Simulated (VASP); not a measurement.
# BeS (I4cm) in VASP: relaxation of cell and atoms with PBE

Aim: the relaxation of cell and atoms of BeS with PBE.

Program: VASP 6.6.1. These are calculated values, not measurements. Logs are shortened: lines on timing, memory, paths and dates and some standing lists are left out, and cuts for length are marked.

### Step 1. The cell of the first run

It takes space group I4cm (No. 108, tetragonal). The conventional cell has a = 6.749 Å, b = 6.749 Å, c = 5.678 Å, α = 90.00°, β = 90.00°, γ = 90.00°. Be (site symmetry m) has 4 S at 2.08 to 2.14 Å and 1 Be at 2.65 Å within 2.8 Å. Within 2.8 Å of S (site symmetry m) lie 4 Be at 2.08 to 2.14 Å.

### Step 2. Relaxation of cell and atoms, PBE

Input file INCAR:

```
SYSTEM = BeS
ALGO = Normal ; EDIFF = 1E-7
EDIFFG = -0.001 ; ENCUT = 600
GGA = PE ; IBRION = 2
ISIF = 3 ; ISMEAR = 0
LASPH = .True. ; LCHARG = .False.
LREAL = .False. ; LWAVE = .False.
NELM = 80 ; NSW = 80
PREC = Accurate ; SIGMA = 0.01
```

Input file KPOINTS:

```
k-points
0
Gamma
  6 6 6
  0 0 0
```

Input file POSCAR:

```
BeS
1.0
   -3.3745768249      3.3745768249      2.8387715032
    3.3745768249     -3.3745768249      2.8387715032
    3.3745768249      3.3745768249     -2.8387715032
Be S
4 4
Direct
    0.5457769370      0.0457769370      0.2223152548
    0.8234616822      0.3234616822      0.7776847452
    0.0457769370      0.8234616822      0.5000000000
    0.3234616822      0.5457769370      0.5000000000
    0.6575498978      0.4732114831      0.5000000000
    0.9732114831      0.1575498978      0.5000000000
    0.1575498978      0.6575498978      0.1843384147
    0.4732114831      0.9732114831      0.8156615853
```

Potentials or basis: VASP PAW PBE potentials, release 64 (Be, S).

Command:

```console
cat potpaw_PBE.64/Be/POTCAR potpaw_PBE.64/S/POTCAR > POTCAR
mpirun -np 1 vasp_std > vasp.out
```

OUTCAR:

```text
SYSTEM = BeS
   EDIFF = 1E-7
   EDIFFG = -0.001
   ENCUT = 600
   GGA = PE
   IBRION = 2
   ISIF = 3
   ISMEAR = 0
   LASPH = .True.
   LREAL = .False.
   NELM = 80
   NSW = 80
   PREC = Accurate

 ion  position               nearest neighbor table
   1  0.546  0.046  0.222-   8 2.08   7 2.10   5 2.14   6 2.14
   2  0.823  0.323  0.778-   7 2.08   8 2.10   5 2.14   6 2.14
   3  0.046  0.823  0.500-   6 2.08   5 2.10   7 2.14   8 2.14
   4  0.323  0.546  0.500-   5 2.08   6 2.10   7 2.14   8 2.14
   5  0.658  0.473  0.500-   4 2.08   3 2.10   1 2.14   2 2.14
   6  0.973  0.158  0.500-   3 2.08   4 2.10   1 2.14   2 2.14
   7  0.158  0.658  0.184-   2 2.08   1 2.10   3 2.14   4 2.14
   8  0.473  0.973  0.816-   1 2.08   2 2.10   3 2.14   4 2.14

  LATTYP: Found a body centered tetragonal cell.
 ALAT       =     6.7491536498
 C/A-ratio  =     0.8412229594

  Lattice vectors:

 A1 = (  -3.3745768249,   3.3745768249,   2.8387715032)
 A2 = (   3.3745768249,  -3.3745768249,   2.8387715032)
 A3 = (   3.3745768249,   3.3745768249,  -2.8387715032)

Analysis of symmetry for initial positions (statically):
=====================================================================
 Subroutine PRICEL returns:
 Original cell was already a primitive cell.

 Routine SETGRP: Setting up the symmetry group for a
 body centered tetragonal supercell.

 Subroutine GETGRP returns: Found  8 space group operations
 (whereof  4 operations were pure point group operations)
 out of a pool of 16 trial point group operations.

The static configuration has the point symmetry     .
 The point group associated with its full space group is C_4v.

Analysis of symmetry for dynamics (positions and initial velocities):
=====================================================================
 Subroutine PRICEL returns:
 Original cell was already a primitive cell.

 Routine SETGRP: Setting up the symmetry group for a
 body centered tetragonal supercell.

 Subroutine GETGRP returns: Found  8 space group operations
 (whereof  4 operations were pure point group operations)
 out of a pool of 16 trial point group operations.

The dynamic configuration has the point symmetry C_4v.
 The point group associated with its full space group is C_4v.

 Subroutine INISYM returns: Found  8 space group operations
 (whereof  4 operations are pure point group operations),
 and found     1 'primitive' translations

----------------------------------------------------------------------------------------

                                     Primitive cell

  volume of cell :     129.3091

  direct lattice vectors                    reciprocal lattice vectors
    -3.374576825  3.374576825  2.838771503     0.000000000  0.148166726  0.176132528
     3.374576825 -3.374576825  2.838771503     0.148166726  0.000000000  0.176132528
     3.374576825  3.374576825 -2.838771503     0.148166726  0.148166726  0.000000000

  length of vectors
     5.552851623  5.552851623  5.552851623     0.230165258  0.230165258  0.209539393

  position of ions in fractional coordinates (direct lattice)
     0.545776937  0.045776937  0.222315255
     0.823461682  0.323461682  0.777684745
     0.045776937  0.823461682  0.500000000
     0.323461682  0.545776937  0.500000000
     0.657549898  0.473211483  0.500000000
     0.973211483  0.157549898  0.500000000
     0.157549898  0.657549898  0.184338415
     0.473211483  0.973211483  0.815661585

  ion indices of the primitive-cell ions
   primitive index   ion index
                 1           1
                 2           2
                 3           3
                 4           4
                 5           5
                 6           6
                 7           7
                 8           8

----------------------------------------------------------------------------------------

 KPOINTS: k-points

Automatic generation of k-mesh.
 Grid dimensions read from file:
 generate k-points for:    6    6    6

 Generating k-lattice:

  Cartesian coordinates                     Fractional coordinates (reciprocal lattice)
     0.000000000  0.024694454  0.029355421     0.166666667 -0.000000000  0.000000000
     0.024694454  0.000000000  0.029355421    -0.000000000  0.166666667  0.000000000
     0.024694454  0.024694454  0.000000000     0.000000000  0.000000000  0.166666667

  Length of vectors
     0.038360876  0.038360876  0.034923232

  Shift w.r.t. Gamma in fractional coordinates (k-lattice)
     0.000000000  0.000000000  0.000000000

 Subroutine IBZKPT returns following result:
 ===========================================

 Found     30 irreducible k-points:

 Following reciprocal coordinates:
            Coordinates               Weight
  0.000000  0.000000  0.000000      1.000000
  0.166667  0.000000  0.000000      8.000000
  0.333333  0.000000  0.000000      8.000000
  0.500000  0.000000  0.000000      4.000000
  0.166667  0.166667  0.000000      8.000000
  0.333333  0.166667 -0.000000     16.000000
[... 16 lines left out ...]
 -0.333333 -0.333333  0.166667      8.000000
 -0.166667 -0.333333  0.166667      8.000000
 [... further k-points ...]
   k-points           NKPTS =     30   k-points in BZ     NKDIM =     30   number of bands    NBANDS=     21
   number of dos      NEDOS =    301   number of ions     NIONS =      8
   total plane-waves  NPLWV = 110592
   dimension x,y,z NGX =    48 NGY =   48 NGZ =   48
   dimension x,y,z NGXF=    96 NGYF=   96 NGZF=   96
   ions per type =               4   4
   NGX,Y,Z   is equivalent  to a cutoff of  14.37, 14.37, 14.37 a.u.
   NGXF,Y,Z  is equivalent  to a cutoff of  28.74, 28.74, 28.74 a.u.
 SYSTEM =  BeS
   PREC   = accura    normal or accurate (medium, high low for compatibility)
   ISTART =      0    job   : 0-new  1-cont  2-samecut
   ICHARG =      2    charge: 1-file 2-atom 10-const
   ISPIN  =      1    spin polarized calculation?
   LNONCOLLINEAR =      F non collinear calculations
   LSORBIT =      F    spin-orbit coupling
   LASPH  =      T    aspherical Exc in radial PAW
   ENCUT  =  600.0 eV  44.10 Ry    6.64 a.u.  11.09 11.09 11.09*2*pi/ulx,y,z
   NELM   =     80;   NELMIN=  2; NELMDL= -5     # of ELM steps
   EDIFF  = 0.1E-06   stopping-criterion for ELM
   LREAL  =      F    real-space projection
   EDIFFG = -.1E-02   stopping-criterion for IOM
   NSW    =     80    number of steps for IOM
   IBRION =      2    ionic relax: 0-MD 1-quasi-New 2-CG
   NFREE  =      1    steps in history (QN), initial steepest desc. (CG)
   ISIF   =      3    stress and relaxation
   ISYM   =      2    0-nonsym 1-usesym 2-fastsym
   POTIM  = 0.5000    time-step for ionic-motion
   TEBEG  =    0.0;   TEEND  =   0.0 temperature during run
   PSTRESS=    0.0 pullay stress
   NELECT =      32.0000    total number of electrons
   NUPDOWN=      -1.0000    fix difference up-down
   EMIN   =  10.00;   EMAX   =-10.00  energy-range for DOS
   EFERMI =   0.00;   METHOD = LEGACY
   ISMEAR =     0;   SIGMA  =   0.01  broadening in eV -4-tet -1-fermi 0-gaus
   EFERMI_NEDOS =   21; number of points for ismear=-14 and -15
   IALGO  =     38    algorithm
   IMIX   =      4    mixing-type and parameters
     AMIX     =   0.40;   BMIX     =  1.00
     AMIX_MAG =   1.60;   BMIX_MAG =  1.00
  volume/ion in A,a.u.               =      16.16       109.08
  Fermi-wavevector in a.u.,A,eV,Ry     =   1.027815  1.942290 14.373257  1.056405
  Thomas-Fermi vector in A             =   2.161780
   LORBIT       =      0    0 simple, 1 ext, 2 COOP (PROOUT), +10 PAW based schemes
   GGA     = PE    functional components
   LHFCALC =     F    Hartree Fock is set to
   AEXX    =    0.0000 exact exchange contribution
   IVDW    =     0    specifies the selected vdW correction
   LEPSILON=     F    determine dielectric tensor
   LRPA    =     F    only Hartree local field effects (RPA)
 conjugate gradient relaxation of ions
 non-spin polarized calculation
 Gauss-broadening in eV      SIGMA  =   0.01
  energy-cutoff  :      600.00
  volume of cell :      129.31
 maximum number of plane-waves:      4356
 NGX is ok and might be reduce to    48
   NGX = 23   NGY = 23   NGZ = 23

--------------------------------------- Ionic step        1  -------------------------------------------

 number of electron      32.0000000 magnetization

 Free energy of the ion-electron system (eV)
  ---------------------------------------------------
  ext. energy  EPLUGINS =         0.00000000
  ---------------------------------------------------
  free energy    TOTEN  =       -39.30098256 eV

  energy without entropy =      -39.30098256  energy(sigma->0) =      -39.30098256

------------------------ aborting loop because EDIFF is reached ----------------------------------------

  FORCE on cell =-STRESS in cart. coord.  units (eV):
  Direction    XX          YY          ZZ          XY          YZ          ZX
  --------------------------------------------------------------------------------------
  -------------------------------------------------------------------------------------
  Total        0.0394920      0.0394920      0.0222267      0.0000000      0.0000000      0.0000000
  in kB        0.4893178      0.4893178      0.2753952      0.0000000      0.0000000      0.0000000
  external PRESSURE =       0.4180103 kB  Pullay stress =       0.0000000 kB
[... 195 lines left out ...]
  energy  without entropy=      -39.3010028019  energy(sigma->0) =      -39.30100280

--------------------------------------- Ionic step        6  -------------------------------------------

 number of electron      32.0000000 magnetization

 Free energy of the ion-electron system (eV)
  ---------------------------------------------------
  ext. energy  EPLUGINS =         0.00000000
  ---------------------------------------------------
  free energy    TOTEN  =       -39.30100368 eV

  energy without entropy =      -39.30100368  energy(sigma->0) =      -39.30100368

 E-fermi :   2.9916     XC(G=0):  -8.9708

 val. band max:        2.8924706505   @ k =   0.5000   0.5000   0.5000
 cond. band min:       6.9467714641   @ k =   0.5000   0.5000   0.5000
 fundamental gap:      4.0543008137
 Fermi energy:         2.9916160997

 k-point     1 :       0.0000    0.0000    0.0000
  band No.  band energies     occupation
      1     -10.5698      2.00000
      2      -8.9496      2.00000
      3      -8.2330      2.00000
      4      -8.2330      2.00000
      5      -2.1901      2.00000
      6      -1.8413      2.00000
[... 550 lines left out ...]
      5      -2.6505      2.00000
      6      -1.6627      2.00000
[... 13 lines left out ...]
     20       8.4063      0.00000
     21       9.0015      0.00000

 [... further k-points ...]
[... 5 lines left out ...]
  --------------------------------------------------------------------------------------
  -------------------------------------------------------------------------------------
  Total        0.0036907      0.0036907     -0.0004158      0.0000000      0.0000000      0.0000000
  in kB        0.0457105      0.0457105     -0.0051502      0.0000000      0.0000000      0.0000000
  external PRESSURE =       0.0287569 kB  Pullay stress =       0.0000000 kB
[... 23 lines left out ...]
  FREE ENERGIE OF THE ION-ELECTRON SYSTEM (eV)
  ---------------------------------------------------
  free  energy   TOTEN  =       -39.3010036763 eV

  energy  without entropy=      -39.3010036763  energy(sigma->0) =      -39.30100368

 reached required accuracy - stopping structural energy minimisation
```

Wall time 4.3 min (1 thread of Intel Xeon Platinum 8488C (Sapphire Rapids), shared host); peak memory 0.35 GiB.

What came out:

```yaml
Free_energy: -39.3010 eV
Relaxed_volume: 16.17 Å³/atom
Relaxed_cell: a = 5.554 Å, b = 5.554 Å, c = 5.554 Å, α = 105.15°, β = 105.15°, γ = 118.51°
Space_group_after_relaxing_to_0.1_Å: I4cm (No. 108)
Energy_gained_by_relaxing: 0.0 meV/atom
Ionic_steps: 6
Pressure_after_relaxing: 0.0 GPa
Band_gap_on_the_k_mesh: 4.05 eV
```

Final structure:
```xyz
8
Lattice="-3.3750 3.3750 2.8391 3.3750 -3.3750 2.8391 3.3750 3.3750 -2.8391" Properties=species:S:1:pos:R:3 pbc="T T T"
Be   -0.9366    2.4385    1.0481
Be    0.9366    4.3116    1.0481
Be    4.3116   -0.9366    1.0481
Be    2.4385    0.9366    1.0481
S     1.0658    2.3092    1.7910
S    -1.0658    4.4408    1.7910
S     2.3092   -1.0658    1.7910
S     4.4408    1.0658    1.7910
```

A k mesh can miss the band edges.
